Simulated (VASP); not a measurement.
## Al: density of states with PBE+D3(BJ)

Al:

```
Al
1.0
     0.00000    1.99137    1.99137
     1.99137    0.00000    1.99137
     1.99137    1.99137    0.00000
Al
1
Direct
  0.00000 0.00000 0.00000
```

```json
{"Program": "VASP 6.6.1", "Task": "density of states", "Functional": "PBE", "Dispersion": "D3(BJ)", "Potentials or basis": "VASP PAW PBE potentials, release 64 (Al)", "Cutoff": "520 eV", "k mesh": "18 × 18 × 18", "Occupations": "gaussian, width 0.1 eV", "Spin": "no spin polarisation", "Dipole correction": "no", "k mesh for the DOS": "27 × 27 × 27", "Occupations for the DOS": "tetrahedron", "Further INCAR settings": "ALGO = Fast; EDIFF = 1e-07"}
```

```yaml
Valence_electrons_inside_the_program's_atomic_spheres: Al 0.78
Dispersion_energy_per_atom: -0.352 eV
```

Levels at points of the mesh, in eV from the Fermi level:
```tsv
k point	band 1	band 2	band 3	band 4
(0.00, 0.00, 0.00)	-11.47	12.84	12.84	12.84
```

Run time: 47 s on 1 thread of AMD EPYC 9R45 (Zen 5) (shared host), peak memory 0.14 GiB.
